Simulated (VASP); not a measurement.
Input of a VASP 6.6.1 run:

File INCAR:

```
  PREC = Accurate
  ENCUT = 520
  EDIFF = 1E-6
  ISMEAR = -1
  SIGMA = 0.05
  LREAL = False
  LASPH = True
  NELM = 150
  ALGO = Normal
  ISIF = 2
  LWAVE = False
  LCHARG = True
  ISPIN = 2
  MAGMOM = 2 2
  LORBIT = 11
  LMAXMIX = 4
  GGA = B5
  ALDAX = 1.0
  AGGAX = 1.0
  AGGAC = 1.0
  ALDAC = 0.0
  IVDW = 13
  VDW_S6 = 1.0
  VDW_S8 = 2.34076671
  VDW_A1 = 0.44488865
  VDW_A2 = 4.0933009
  LELF = True
  LVHAR = True
  NBANDS = 20
```

Contents of KPOINTS:

```
regular mesh
0
Gamma
  12 12 7
```

POSCAR

```
Co
1.0
    2.4385904036      0.0000000000      0.0000000000
   -1.2192952018      2.1118812389      0.0000000000
    0.0000000000      0.0000000000      3.9667976331
Co
2
Direct
    0.6666666667      0.3333333333      0.7500000000
    0.3333333333      0.6666666667      0.2500000000
```

Potentials or basis: VASP PAW PBE potentials, release 64 (Co).

Launch:

```sh
$ cat potpaw_PBE.64/Co/POTCAR > POTCAR
$ mpirun -np 1 vasp_std > vasp.out
```

Task: Estimate the pressure.

Result: 10.7 GPa.

Task: Estimate the site moments.

Result: Co +1.51 μB.

Task: Estimate the dispersion energy per atom.

Result: -0.879 eV.

Stress tensor (GPa, compression positive):
```
11.61  0.00  0.00
 0.00 11.61  0.00
 0.00  0.00  8.77
```

Caveat: the cell stands under pressure; the PAW data sets were made with another functional, which shifts forces and pressure a little.
